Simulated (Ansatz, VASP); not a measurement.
# SnO: VASP beside Ansatz

```xyz
4
Lattice="3.8137 0.0000 0.0000 0.0000 3.8137 0.0000 0.0000 0.0000 4.8869" Properties=species:S:1:pos:R:3 pbc="T T T"
Sn    1.9068    0.0000    3.7367
Sn    0.0000    1.9068    1.1603
O     0.0000    0.0000    0.0000
O     1.9068    1.9068    0.0000
```

Alike in both runs: task single point; functional PBE; k mesh 7 × 7 × 5; occupations gaussian, width 0.02 eV; no spin polarisation.

|  | VASP | Ansatz |
| --- | --- | --- |
| version | VASP 6.6.1 | Ansatz 0.2.0 |
| potentials or method | VASP PAW PBE potentials, release 64 (Sn_d, O), cutoff 520 eV | scalar-relativistic, plane waves, PAW |
| valence electrons in the cell | 40 | 40 |

|  | VASP | Ansatz | Ansatz less VASP |
| --- | --- | --- | --- |
| rms of the force components (eV/Å) | 0.148 | 0.111 | -0.0369 |

Atom by atom the forces differ by 0.037 eV/Å (rms over components).
